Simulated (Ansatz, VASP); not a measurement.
# One calculation of Sn, two programs

```
Sn
1.0
    -1.77878    1.77878    1.77878
     1.77878   -1.77878    1.77878
     1.77878    1.77878   -1.77878
Sn
1
Cartesian
  0.0000 0.0000 0.0000
```

Change from the starting cell: strain -0.050 along x and y, -0.050 along z, atoms carried along.

Alike in both runs: task single point; functional PBEsol; k mesh 22 × 22 × 22; occupations gaussian, width 0.15 eV; no spin polarisation.

```csv
,VASP,Ansatz
version,VASP 6.6.1,Ansatz 0.2.0
potentials or method,"VASP PAW PBE potentials, release 64 (Sn_d), cutoff 520 eV","scalar-relativistic, plane waves, PAW"
valence electrons in the cell,14,14
```

|  | VASP | Ansatz | Ansatz less VASP |
| --- | --- | --- | --- |
| gap on the k mesh at the Fermi level (eV) | none | none | - |
| pressure (GPa) | 11.8 | 11.9 | +0.05 |

VASP's potentials were made for PBE, not for PBEsol. A gap of «none» marks a metal or a gap that the smearing closes.
